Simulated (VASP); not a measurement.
Set up this calculation in VASP 6.6.1, as the native input.

| Quantity | Value |
| --- | --- |
| Task | single point |
| Functional | r2SCAN |
| Potentials or basis | VASP PAW PBE potentials, release 64 (Ca_sv) |
| Cutoff | 520 eV |
| k mesh | 11 × 11 × 11 |
| Occupations | fermi-dirac, width 0.1 eV |
| Spin | no spin polarisation |
| Dipole correction | no |
| Further INCAR settings | ALGO = Normal; EDIFF = 1e-06; NBANDS = 11 |

Ca:

```
CELL_PARAMETERS angstrom
-2.26857 2.26857 2.26857
2.26857 -2.26857 2.26857
2.26857 2.26857 -2.26857
ATOMIC_POSITIONS crystal
Ca 0.00000 0.00000 0.00000
```

This isn't the form of Ca at room conditions, which is fcc.

The input as run:

POSCAR

```
Ca
1.0
   -2.2685697713      2.2685697713      2.2685697713
    2.2685697713     -2.2685697713      2.2685697713
    2.2685697713      2.2685697713     -2.2685697713
Ca
1
Direct
    0.0000000000      0.0000000000      0.0000000000
```

INCAR.step1

```
SYSTEM = Ca
ALGO     = Normal         ! electronic algorithm
EDIFF    = 1E-4           ! SCF threshold, eV
ENCUT    = 520            ! plane-wave cutoff, eV
GGA      = PE             ! functional
ISMEAR   = -1             ! smearing method
LASPH    = .True.         ! aspherical terms in the spheres
LCHARG   = .False.        ! write CHGCAR
LREAL    = .False.        ! projectors in reciprocal space
LWAVE    = .True.         ! write WAVECAR
NBANDS   = 11             ! bands
NELM     = 100            ! most SCF steps
PREC     = Accurate       ! precision mode
SIGMA    = 0.1            ! smearing width, eV
```

INCAR.step2

```
SYSTEM = Ca
ALGO     = Normal         ! electronic algorithm
EDIFF    = 1E-6           ! SCF threshold, eV
ENCUT    = 520            ! plane-wave cutoff, eV
ISIF     = 2              ! what is computed and relaxed
ISMEAR   = -1             ! smearing method
ISTART   = 1            
LASPH    = .True.         ! aspherical terms in the spheres
LCHARG   = .True.         ! write CHGCAR
LELF     = .True.         ! ELF
LMIXTAU  = .True.       
LREAL    = .False.        ! projectors in reciprocal space
LVHAR    = .True.       
LWAVE    = .False.        ! write WAVECAR
METAGGA  = R2SCAN         ! meta-GGA
NBANDS   = 11             ! bands
NELM     = 100            ! most SCF steps
PREC     = Accurate       ! precision mode
SIGMA    = 0.1            ! smearing width, eV
```

KPOINTS

```
k-points
0
Gamma
  11 11 11
  0 0 0
```

Potentials or basis: VASP PAW PBE potentials, release 64 (Ca_sv).

Run with:

```sh
$ cat potpaw_PBE.64/Ca_sv/POTCAR > POTCAR
$ cp INCAR.step1 INCAR
$ mpirun -np 1 vasp_std > vasp.out
$ cp INCAR.step2 INCAR
$ mpirun -np 1 vasp_std > vasp.out
```

It gave:

```yaml
Pressure: -1.2 GPa
Band_gap_on_the_k_mesh: zero (bands 5 and 6 overlap by 0.47 eV)
```

Caveat: the PAW data sets were made with another functional, which shifts forces and pressure a little.

Run time: 44 s on 1 thread of Intel(R) Xeon(R) 6975P-C (Granite Rapids), on a shared host, peak memory 0.18 GiB.
